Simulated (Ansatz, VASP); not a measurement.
**Two plane-wave programs on Cu**

Contents of INCAR:

```
SYSTEM = Cu
PREC     = Accurate       ! precision mode
ENCUT    = 520            ! plane-wave cutoff, eV
EDIFF    = 1E-7           ! SCF threshold, eV
ISMEAR   = 0              ! smearing method
SIGMA    = 0.05           ! smearing width, eV
LREAL    = .False.        ! projectors in reciprocal space
LASPH    = .True.         ! aspherical terms in the spheres
NELM     = 100            ! most SCF steps
ALGO     = Normal         ! electronic algorithm
ISIF     = 2              ! what is computed and relaxed
LWAVE    = .False.        ! write WAVECAR
LCHARG   = .False.        ! write CHGCAR
GGA      = PE             ! functional
NBANDS   = 12             ! bands
```

The input KPOINTS:

```
Automatic mesh
0
Gamma
  22 22 22
  0 0 0
```

The input POSCAR:

```
Cu
1.0
    0.0000000000      1.8265392291      1.8265392291
    1.8265392291      0.0000000000      1.8265392291
    1.8265392291      1.8265392291      0.0000000000
Cu
1
Direct
    0.0000000000      0.0000000000      0.0000000000
```

Input for Ansatz:

```yaml
crystal:
  lattice:
    - [0.0, 1.8265392291, 1.8265392291]
    - [1.8265392291, 0.0, 1.8265392291]
    - [1.8265392291, 1.8265392291, 0.0]
  atoms:
    - { symbol: Cu, position: [0.0, 0.0, 0.0] }
basis:
  ecutwfc: 420
  ecutrho_ratio: 4
kpoints:
  mp_grid: { grid: [22, 22, 22] }
hamiltonian:
  xc: pbe
scf:
  occupations: { method: gaussian, width: 0.05 }
output:
  forces: true
  stress: true
  eigenvalues: true
```

Alike in both runs: task single point; functional PBE; k mesh 22 × 22 × 22; occupations gaussian, width 0.05 eV; no spin polarisation.

|  | VASP | Ansatz |
| --- | --- | --- |
| version | VASP 6.6.1 | Ansatz 0.2.0 |
| potentials or method | VASP PAW PBE potentials, release 64 (Cu), cutoff 520 eV | scalar-relativistic, plane waves, PAW |
| valence electrons in the cell | 11 | 19 |

```tsv
	VASP	Ansatz	Ansatz less VASP
gap on the k mesh at the Fermi level (eV)	none	none	-
pressure (GPa)	-2.1	-2.6	-0.53
```

A gap of «none» marks a metal or a gap that the smearing closes. VASP's potentials hold 11 valence electrons a cell and Ansatz's 19, so a difference there can come from the potentials and not from the codes.
